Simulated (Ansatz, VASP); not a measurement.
Two plane-wave programs on BeS

Contents of POSCAR:

```
BeS
1.0
    0.0000000000      2.3886250000      2.4977500000
    2.3886250000      0.0000000000      2.4977500000
    2.3886250000      2.3886250000      0.0000000000
Be S
1 1
Direct
    0.0000000000      0.0000000000      0.0000000000
    0.7500000000      0.7500000000      0.7500000000
```

File INCAR.step1:

```
ALGO     = Normal         # electronic algorithm
EDIFF    = 1E-4           # SCF threshold, eV
ENCUT    = 520            # plane-wave cutoff, eV
GGA      = PE             # functional
ISMEAR   = 0              # smearing method
LASPH    = True           # aspherical terms in the spheres
LCHARG   = False          # write CHGCAR
LREAL    = False          # projectors in reciprocal space
LWAVE    = True           # write WAVECAR
NBANDS   = 11             # bands
NELM     = 100            # most SCF steps
PREC     = Accurate       # precision mode
SIGMA    = 0.05           # smearing width, eV
```

File INCAR.step2:

```
ALGO     = Normal         # electronic algorithm
EDIFF    = 1E-6           # SCF threshold, eV
ENCUT    = 520            # plane-wave cutoff, eV
ISIF     = 2              # what is computed and relaxed
ISMEAR   = 0              # smearing method
ISTART   = 1            
LASPH    = True           # aspherical terms in the spheres
LCHARG   = False          # write CHGCAR
LMIXTAU  = True         
LREAL    = False          # projectors in reciprocal space
LWAVE    = False          # write WAVECAR
METAGGA  = R2SCAN         # meta-GGA
NBANDS   = 11             # bands
NELM     = 100            # most SCF steps
PREC     = Accurate       # precision mode
SIGMA    = 0.05           # smearing width, eV
```

Contents of KPOINTS:

```
k-points
0
Gamma
  8 8 8
```

Input for Ansatz:

```yaml
crystal:
  lattice:
    - [0.0, 2.388625, 2.49775]
    - [2.388625, 0.0, 2.49775]
    - [2.388625, 2.388625, 0.0]
  atoms:
    - { symbol: Be, position: [0.0, 0.0, 0.0] }
    - { symbol: S, position: [0.75, 0.75, 0.75] }
basis:
  ecutwfc: 500
kpoints:
  mp_grid: { grid: [8, 8, 8] }
hamiltonian:
  xc: r2scan
scf:
  occupations: { method: gaussian, width: 0.05 }
output:
  forces: true
  stress: true
  eigenvalues: true
```

Change from the starting cell: strain -0.015 along x and y, +0.030 along z, atoms carried along.

Alike in both runs: task single point; functional r2SCAN; k mesh 8 × 8 × 8; occupations gaussian, width 0.05 eV; no spin polarisation.

|  | VASP | Ansatz |
| --- | --- | --- |
| version | VASP 6.6.1 | Ansatz 0.2.0 |
| potentials or method | VASP PAW PBE potentials, release 64 (Be, S), cutoff 520 eV | scalar-relativistic, plane waves, PAW |
| valence electrons in the cell | 8 | 8 |

```csv
,VASP,Ansatz,Ansatz less VASP
gap on the k mesh at the Fermi level (eV),3.37,3.36,-0.010
least direct gap on the mesh (eV),6.17,6.13,-0.032
pressure (GPa),1.5,1.2,-0.28
"traceless stress, the component that is largest in VASP (GPa)",-3.23,-3.28,-0.045
```

VASP's potentials were made for PBE, not for r2SCAN.
